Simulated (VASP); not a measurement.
A run of VASP 6.6.1:

The input INCAR:

```
SYSTEM = LiF
PREC = Accurate
ENCUT = 520
EDIFF = 1E-6
ISMEAR = 0
SIGMA = 0.05
LREAL = .False.
LASPH = .True.
NELM = 80
ALGO = Normal
ISIF = 2
LWAVE = .False.
LCHARG = .False.
NBANDS = 18
```

File KPOINTS:

```
regular mesh
0
Gamma
  9 9 6
  0 0 0
```

Contents of POSCAR:

```
LiF
1.0
    3.1877001639      0.0000000000      0.0000000000
   -1.5938500819      2.7606293215      0.0000000000
    0.0000000000      0.0000000000      4.3445165533
Li F
2 2
Direct
    0.3333333333      0.6666666667      0.3839784076
    0.6666666667      0.3333333333      0.8839784076
    0.3333333333      0.6666666667      0.9910195924
    0.6666666667      0.3333333333      0.4910195924
```

Potentials or basis: VASP PAW LDA potentials, release 64 (Li_sv, F).

Launch:

```bash
$ cat potpaw_LDA.64/Li_sv/POTCAR potpaw_LDA.64/F/POTCAR > POTCAR
$ mpirun -np 1 vasp_std > vasp.out
```

Hardware: 1 thread of Intel Xeon 8259CL (shared host).

Problem. Estimate the wall time of this run.

Solution. Wall time 18 s on 1 thread of Intel Xeon 8259CL (shared host), peak memory 0.14 GiB. Counts: scf iterations 12, k points 48.
